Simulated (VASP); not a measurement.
# Al15Ni16 (a cell with a defect) in VASP: single point with PBE

Aim: the single point of Al15Ni16 (a cell with a defect) with PBE.

Everything below comes from runs of VASP 6.6.1. Logs are shortened: lines on timing, memory, paths and dates and some standing lists are left out, and cuts for length are marked.

## 1. The cell of the first run

The cell holds a defect, 31 atoms: a = 8.179 Å, b = 8.179 Å, c = 8.179 Å, α = 60.00°, β = 60.00°, γ = 60.00°.

## 2. Single point, PBE

INCAR reads:

```
PREC = Accurate ; ENCUT = 520
EDIFF = 1E-6 ; ISMEAR = 1
SIGMA = 0.1 ; LREAL = Auto
LASPH = T ; NELM = 60
ALGO = Normal ; ISIF = 2
LWAVE = F ; LCHARG = F
GGA = PE ; NBANDS = 124
```

KPOINTS reads:

```
Automatic mesh
0
Gamma
  2 2 2
```

POSCAR reads:

```
Al15Ni16
1.0
    0.0000000000      5.7836525300      5.7836525300
    5.7836525300      0.0000000000      5.7836525300
    5.7836525300      5.7836525300      0.0000000000
Al Ni
15 16
Direct
    0.1166469625      0.1326052172      0.1313688013
    0.3220454532      0.4316687400      0.4296601477
    0.1233020995      0.1256246803      0.6259341275
    0.3735511407      0.3758533191      0.8712174485
    0.1230195791      0.6264078765      0.1259620104
    0.3737116794      0.8707842447      0.3754925609
    0.3805543277      0.8685896972      0.8673095374
    0.6251434507      0.1242744954      0.1241092020
    0.8834476092      0.3678101319      0.3680674088
    0.6221609063      0.1271916831      0.6271480662
    0.8757034545      0.3764404049      0.8735667424
    0.6218570326      0.6276324487      0.1274194804
    0.8763723225      0.8729886475      0.3761782003
    0.6192742357      0.6318479509      0.6321071297
    0.8757422708      0.8737485480      0.8735452162
   -0.0031201736      0.0000024206     -0.0008888847
    0.2539082340      0.2562600350      0.2560183193
    0.0036347273     -0.0091340204      0.5005613641
    0.2467322324      0.2248616239      0.7750162163
    0.0031301154      0.5014524100     -0.0087777576
    0.2468799764      0.7772562367      0.2225163067
   -0.0230696777      0.4992813771      0.5007005495
    0.2496412937      0.7450047315      0.7447348328
    0.4999376233      0.0001468795     -0.0008422878
    0.7290967046      0.2590240323      0.2589642086
    0.4922624562      0.0179270797      0.4961873116
    0.7511097836      0.2476352085      0.7515347745
    0.4915555499      0.4970024539      0.0187532877
    0.7511242208      0.7510128725      0.2482345702
    0.5296737631      0.4991871460      0.5004204497
    0.7571973726      0.7472002299      0.7471054801
```

Potentials or basis: VASP PAW PBE potentials, release 64 (Al, Ni).

The run is started by

```
> cat potpaw_PBE.64/Al/POTCAR potpaw_PBE.64/Ni/POTCAR > POTCAR
> mpirun -np 1 vasp_std > vasp.out
```

OUTCAR:

```text
PREC = Accurate
   ENCUT = 520
   EDIFF = 1E-6
   ISMEAR = 1
   LREAL = Auto
   LASPH = T
   NELM = 60
   ISIF = 2
   GGA = PE

 ion  position               nearest neighbor table
   1  0.117  0.133  0.131-  21 2.38  19 2.39  20 2.47  18 2.47  24 2.56  16 2.57  17 2.58  25 2.59
                             9 2.73  11 2.89  13 2.89   4 2.89   6 2.90   7 3.05
   2  0.322  0.432  0.430-  22 2.39  19 2.40  21 2.40  30 2.40  25 2.77  28 2.79  26 2.81  17 2.83
                            12 2.93  10 2.94   5 2.98   3 2.99
   3  0.123  0.126  0.626-  26 2.47  17 2.47  27 2.49  19 2.49  16 2.49  22 2.50  18 2.54  23 2.54
                             9 2.88  11 2.88   7 2.89  15 2.89   6 2.92   2 2.99
   4  0.374  0.376  0.871-  23 2.47  20 2.47  30 2.49  19 2.51  24 2.51  27 2.52  17 2.57  28 2.59
                            10 2.85   1 2.89  14 2.90   8 2.92   5 2.92
   5  0.123  0.626  0.126-  28 2.46  17 2.47  29 2.48  21 2.49  16 2.50  22 2.51  20 2.54  23 2.55
                            13 2.87   9 2.88  15 2.89   7 2.89   4 2.92   2 2.98
   6  0.374  0.871  0.375-  23 2.47  18 2.47  30 2.50  21 2.51  24 2.51  29 2.52  17 2.58  26 2.58
                            12 2.84   1 2.90  14 2.91   8 2.92   3 2.92
   7  0.381  0.869  0.867-  21 2.38  19 2.39  26 2.49  28 2.49  31 2.52  23 2.52  24 2.56  16 2.56
                            14 2.73   3 2.89   5 2.89  10 2.90  12 2.90   1 3.05
   8  0.625  0.124  0.124-  17 2.48  16 2.48  26 2.49  27 2.49  29 2.49  28 2.49  25 2.50  24 2.50
                            15 2.90  11 2.91  13 2.91   4 2.92   6 2.92
   9  0.883  0.368  0.368-  30 2.37  22 2.40  17 2.48  25 2.50  20 2.52  18 2.52  29 2.56  27 2.56
                             1 2.73   3 2.88   5 2.88  10 2.90  12 2.91  14 3.05
  10  0.622  0.127  0.627-  25 2.46  26 2.47  24 2.48  27 2.50  30 2.50  19 2.52  31 2.54  18 2.55
                             4 2.85  15 2.89   7 2.90   9 2.90  13 2.92   2 2.94
  11  0.876  0.376  0.874-  20 2.47  31 2.48  19 2.49  22 2.50  27 2.51  16 2.51  28 2.57  25 2.58
[... 27 lines left out ...]
  25  0.729  0.259  0.259-  10 2.46  12 2.46   9 2.50   8 2.50  11 2.58  13 2.58   1 2.59  28 2.76
                            26 2.76   2 2.77  30 2.81  18 2.99  20 2.99  16 3.00
  26  0.492  0.018  0.496-   3 2.47  10 2.47   7 2.49   8 2.49  13 2.57  14 2.58   6 2.58  25 2.76
                            17 2.77   2 2.81  19 2.82  29 2.98  23 2.99  31 2.99
  27  0.751  0.248  0.752-   3 2.49   8 2.49  10 2.50  15 2.50  11 2.51   4 2.52   9 2.56  14 2.57
                            30 2.74  22 2.77  16 2.85  24 2.88  18 2.94  28 2.99
  28  0.492  0.497  0.019-   5 2.46  12 2.47   7 2.49   8 2.49  11 2.57  14 2.58   4 2.59  25 2.76
                            17 2.77   2 2.79  21 2.82  31 2.99  23 2.99  27 2.99
  29  0.751  0.751  0.248-   5 2.48   8 2.49  12 2.49  15 2.50  13 2.51   6 2.52   9 2.56  14 2.56
                            30 2.74  22 2.77  16 2.86  24 2.89  20 2.93  26 2.98
  30  0.530  0.499  0.500-   9 2.37  14 2.37   2 2.40   4 2.49   6 2.50  10 2.50  12 2.50  27 2.74
                            29 2.74  25 2.81  23 2.85
  31  0.757  0.747  0.747-  14 2.46  11 2.48  13 2.48  15 2.48   7 2.52  10 2.54  12 2.54  20 2.83
                            18 2.83  22 2.87  24 2.92  26 2.99  28 2.99

  LATTYP: Found a face centered cubic cell.
 ALAT       =    11.5673050600

  Lattice vectors:

 A1 = (   0.0000000000,   5.7836525300,   5.7836525300)
 A2 = (   5.7836525300,   0.0000000000,   5.7836525300)
 A3 = (   5.7836525300,   5.7836525300,   0.0000000000)

Analysis of symmetry for initial positions (statically):
=====================================================================
 Subroutine PRICEL returns:
 Original cell was already a primitive cell.

 Routine SETGRP: Setting up the symmetry group for a
 face centered cubic supercell.

 Subroutine GETGRP returns: Found  1 space group operations
 (whereof  1 operations were pure point group operations)
 out of a pool of 48 trial point group operations.

The static configuration has the point symmetry C_1 .

Analysis of symmetry for dynamics (positions and initial velocities):
=====================================================================
 Subroutine PRICEL returns:
 Original cell was already a primitive cell.

 Routine SETGRP: Setting up the symmetry group for a
 face centered cubic supercell.

 Subroutine GETGRP returns: Found  1 space group operations
 (whereof  1 operations were pure point group operations)
 out of a pool of 48 trial point group operations.

The dynamic configuration has the point symmetry C_1 .

 Subroutine INISYM returns: Found  1 space group operations
 (whereof  1 operations are pure point group operations),
 and found     1 'primitive' translations

----------------------------------------------------------------------------------------

                                     Primitive cell

  volume of cell :     386.9337

  direct lattice vectors                    reciprocal lattice vectors
[... 92 lines left out ...]
  Shift w.r.t. Gamma in fractional coordinates (k-lattice)
     0.000000000  0.000000000  0.000000000

 Subroutine IBZKPT returns following result:
 ===========================================

 Found      8 irreducible k-points:

 Following reciprocal coordinates:
            Coordinates               Weight
  0.000000  0.000000  0.000000      1.000000
  0.500000  0.000000  0.000000      1.000000
  0.000000  0.500000  0.000000      1.000000
  0.000000  0.000000  0.500000      1.000000
  0.500000  0.500000  0.500000      1.000000
  0.500000  0.500000  0.000000      1.000000
  0.000000  0.500000  0.500000      1.000000
  0.500000  0.000000  0.500000      1.000000
   k-points           NKPTS =      8   k-points in BZ     NKDIM =      8   number of bands    NBANDS=    124
   number of dos      NEDOS =    301   number of ions     NIONS =     31
   total plane-waves  NPLWV = 262144
   dimension x,y,z NGX =    64 NGY =   64 NGZ =   64
   dimension x,y,z NGXF=   128 NGYF=  128 NGZF=  128
   ions per type =              15  16
   NGX,Y,Z   is equivalent  to a cutoff of  13.01, 13.01, 13.01 a.u.
   NGXF,Y,Z  is equivalent  to a cutoff of  26.02, 26.02, 26.02 a.u.
 SYSTEM =  unknown system
   PREC   = accura    normal or accurate (medium, high low for compatibility)
   ISTART =      0    job   : 0-new  1-cont  2-samecut
   ICHARG =      2    charge: 1-file 2-atom 10-const
   ISPIN  =      1    spin polarized calculation?
   LNONCOLLINEAR =      F non collinear calculations
   LSORBIT =      F    spin-orbit coupling
   LASPH  =      T    aspherical Exc in radial PAW
   ENCUT  =  520.0 eV  38.22 Ry    6.18 a.u.  15.21 15.21 15.21*2*pi/ulx,y,z
   NELM   =     60;   NELMIN=  2; NELMDL= -5     # of ELM steps
   EDIFF  = 0.1E-05   stopping-criterion for ELM
   LREAL  =      T    real-space projection
   EDIFFG = 0.1E-04   stopping-criterion for IOM
   NSW    =      0    number of steps for IOM
   IBRION =     -1    ionic relax: 0-MD 1-quasi-New 2-CG
   NFREE  =      0    steps in history (QN), initial steepest desc. (CG)
   ISIF   =      2    stress and relaxation
   ISYM   =      2    0-nonsym 1-usesym 2-fastsym
   POTIM  = 0.5000    time-step for ionic-motion
   TEBEG  =    0.0;   TEEND  =   0.0 temperature during run
   PSTRESS=    0.0 pullay stress
   NELECT =     205.0000    total number of electrons
   NUPDOWN=      -1.0000    fix difference up-down
   EMIN   =  10.00;   EMAX   =-10.00  energy-range for DOS
   EFERMI =   0.00;   METHOD = LEGACY
   ISMEAR =     1;   SIGMA  =   0.10  broadening in eV -4-tet -1-fermi 0-gaus
   EFERMI_NEDOS =   21; number of points for ismear=-14 and -15
   IALGO  =     38    algorithm
   IMIX   =      4    mixing-type and parameters
     AMIX     =   0.40;   BMIX     =  1.00
     AMIX_MAG =   1.60;   BMIX_MAG =  1.00
  volume/ion in A,a.u.               =      12.48        84.23
  Fermi-wavevector in a.u.,A,eV,Ry     =   1.324689  2.503299 23.875516  1.754801
  Thomas-Fermi vector in A             =   2.454205
   LORBIT       =      0    0 simple, 1 ext, 2 COOP (PROOUT), +10 PAW based schemes
   GGA     = PE    functional components
   LHFCALC =     F    Hartree Fock is set to
   AEXX    =    0.0000 exact exchange contribution
   IVDW    =     0    specifies the selected vdW correction
   LEPSILON=     F    determine dielectric tensor
   LRPA    =     F    only Hartree local field effects (RPA)
 non-spin polarized calculation
 Methfessel and Paxton  Order N= 1 SIGMA  =   0.10
  energy-cutoff  :      520.00
  volume of cell :      386.93
 maximum number of plane-waves:     10478
 NGX is ok and might be reduce to    64
   NGX = 31   NGY = 31   NGZ = 31

 number of electron     204.9999985 magnetization

 Free energy of the ion-electron system (eV)
  ---------------------------------------------------
  ext. energy  EPLUGINS =         0.00000000
  ---------------------------------------------------
  free energy    TOTEN  =      -161.06444022 eV

  energy without entropy =     -161.05443720  energy(sigma->0) =     -161.06110588

 E-fermi :   9.2768     XC(G=0): -11.8254

 val. band max:        9.2751554949   @ k =   0.5000   0.0000   0.0000
 cond. band min:       9.2803686223   @ k =   0.0000   0.0000   0.5000
 fundamental gap:      0.0052131274
 Fermi energy:         9.2768191135

 k-point     1 :       0.0000    0.0000    0.0000
  band No.  band energies     occupation
      1      -1.4608      2.00000
      2       1.4444      2.00000
      3       1.5915      2.00000
      4       1.5926      2.00000
      5       1.6009      2.00000
      6       1.7853      2.00000
[... 925 lines left out ...]
    113      10.9850     -0.00000
    114      11.3202      0.00000
 [bands above 114 left out]

------------------------ aborting loop because EDIFF is reached ----------------------------------------

  FORCE on cell =-STRESS in cart. coord.  units (eV):
  Direction    XX          YY          ZZ          XY          YZ          ZX
  --------------------------------------------------------------------------------------
  -------------------------------------------------------------------------------------
  Total       -0.3748309     -1.6059178     -1.5453725     -0.0730768      0.0185136     -0.1317387
  in kB       -1.5520633     -6.6496275     -6.3989273     -0.3025894      0.0766594     -0.5454908
  external PRESSURE =      -4.8668727 kB  Pullay stress =       0.0000000 kB

 VOLUME and BASIS-vectors are now :
 -----------------------------------------------------------------------------
  energy-cutoff  :      520.00
  volume of cell :      386.93
      direct lattice vectors                 reciprocal lattice vectors
     0.000000000  5.783652530  5.783652530    -0.086450560  0.086450560  0.086450560
     5.783652530  0.000000000  5.783652530     0.086450560 -0.086450560  0.086450560
     5.783652530  5.783652530  0.000000000     0.086450560  0.086450560 -0.086450560

 POSITION                                       TOTAL-FORCE (eV/Angst)
 -----------------------------------------------------------------------------------
      1.52673      1.43444      1.44159        -0.012044      0.009327      0.005538
      4.98163      4.34760      4.35922        -1.079600     -0.003450     -0.002735
      4.34676      4.33332      1.43971         0.028709     -0.000792     -0.027475
      7.21262      7.19931      4.33429         0.046765      0.008285     -0.000665
      4.35145      1.44002      4.33443         0.026734     -0.032323      0.000444
      7.20803      4.33314      7.19773         0.049165      0.000154      0.009952
[... 23 lines left out ...]
      5.78138      5.95771      5.95057         0.022602     -0.120356     -0.112235
      8.64255      8.70036      8.70091         0.022148     -0.012539     -0.011990
 -----------------------------------------------------------------------------------
    total drift:                                0.003782      0.002301     -0.001981

  FREE ENERGIE OF THE ION-ELECTRON SYSTEM (eV)
  ---------------------------------------------------
  free  energy   TOTEN  =      -161.0644402167 eV

  energy  without entropy=     -161.0544372011  energy(sigma->0) =     -161.06110588
```

Wall time 50 min (1 thread of Intel Xeon 8259CL, shared host); peak memory 0.71 GiB.

What came out:

```yaml
Free_energy: -161.0644 eV
Pressure: -0.5 GPa
Largest_force: 1.080 eV/Å
Band_gap_on_the_k_mesh: zero (an odd number of electrons rules out a gap without spin polarisation)
```

Forces in eV/Å, atoms in the order of the input:
```
Al  -0.012  0.009  0.006
Al  -1.080 -0.003 -0.003
Al   0.029 -0.001 -0.027
Al   0.047  0.008 -0.001
Al   0.027 -0.032  0.000
Al   0.049  0.000  0.010
Al   0.074  0.009  0.005
Al   0.017 -0.003 -0.005
Al   0.073 -0.010 -0.007
Al   0.021  0.043  0.000
Al   0.042  0.000 -0.005
Al   0.019  0.000  0.046
Al   0.044 -0.005 -0.001
Al  -0.010 -0.009 -0.006
Al   0.004 -0.001 -0.003
Ni   0.018  0.020  0.015
Ni   0.086  0.027  0.029
Ni   0.041 -0.013  0.013
Ni   0.034 -0.076  0.096
Ni   0.031  0.012 -0.014
Ni   0.030  0.109 -0.087
Ni   0.038  0.073  0.078
Ni   0.056  0.013  0.013
Ni   0.022 -0.006 -0.008
Ni   0.059 -0.023 -0.020
Ni   0.082 -0.023  0.029
Ni   0.019 -0.020  0.009
Ni   0.073  0.028 -0.023
Ni   0.021  0.007 -0.017
Ni   0.023 -0.120 -0.112
Ni   0.022 -0.013 -0.012
```

Caveat: the k points lie up to 0.47 Å⁻¹ apart, too coarse for converged energies and pressures of a metal. Spin polarisation is off, so any magnetic state and its effect on volume and gap are missing.
